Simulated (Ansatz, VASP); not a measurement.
ZrN in VASP and in Ansatz

INCAR

```
ALGO = Normal ; EDIFF = 1E-6
ENCUT = 600 ; GGA = CA
GGA_COMPAT = False ; ISIF = 2
ISMEAR = -1 ; LASPH = True
LCHARG = False ; LREAL = False
LWAVE = False ; NBANDS = 16
NELM = 120 ; PREC = Accurate
SIGMA = 0.03
```

Contents of KPOINTS:

```
k-points
0
Gamma
  9 9 9
```

The input POSCAR:

```
ZrN
1.0
    0.0000000000      2.2688991354      2.2688991354
    2.2688991354      0.0000000000      2.2688991354
    2.2688991354      2.2688991354      0.0000000000
Zr N
1 1
Direct
    0.0000000000      0.0000000000      0.0000000000
    0.5000000000      0.5000000000      0.5000000000
```

Input for Ansatz:

```yaml
crystal:
  lattice:
    - [0.0, 2.2688991354, 2.2688991354]
    - [2.2688991354, 0.0, 2.2688991354]
    - [2.2688991354, 2.2688991354, 0.0]
  atoms:
    - { symbol: Zr, position: [0.0, 0.0, 0.0] }
    - { symbol: "N", position: [0.5, 0.5, 0.5] }
kpoints:
  mp_grid: { grid: [9, 9, 9] }
  band_path:
    path:
      - [0.0, 0.0, 0.0]
      - [0.5, 0.0, 0.5]
      - [0.625, 0.25, 0.625]
      - [0.375, 0.375, 0.75]
      - [0.0, 0.0, 0.0]
      - [0.5, 0.5, 0.5]
      - [0.5, 0.25, 0.75]
      - [0.5, 0.0, 0.5]
    npoints: 5
scf:
  occupations: { method: fermi_dirac, width: 0.03 }
hamiltonian:
  xc: lda
  pseudopotentials: { kind: all_electron, lapw: { basis_error: 0.00025 } }
output:
  forces: true
  stress: true
  eigenvalues: true
```

Change from the starting cell: volume scaled by 0.98.

Alike in both runs: task single point; functional LDA; k mesh 9 × 9 × 9; occupations fermi-dirac, width 0.03 eV; no spin polarisation.

|  | VASP | Ansatz |
| --- | --- | --- |
| version | VASP 6.6.1 | Ansatz 0.2.0 |
| potentials or method | VASP PAW LDA potentials, release 64 (Zr_sv, N), cutoff 600 eV | all-electron LAPW, scalar-relativistic |

```csv
,VASP,Ansatz,Ansatz less VASP
pressure (GPa),-1.7,-2.4,-0.64
```

LDA's correlation is that of Perdew and Zunger in VASP and of Perdew and Wang (1992) in Ansatz. Ansatz ran all-electron here, and VASP with PAW potentials.
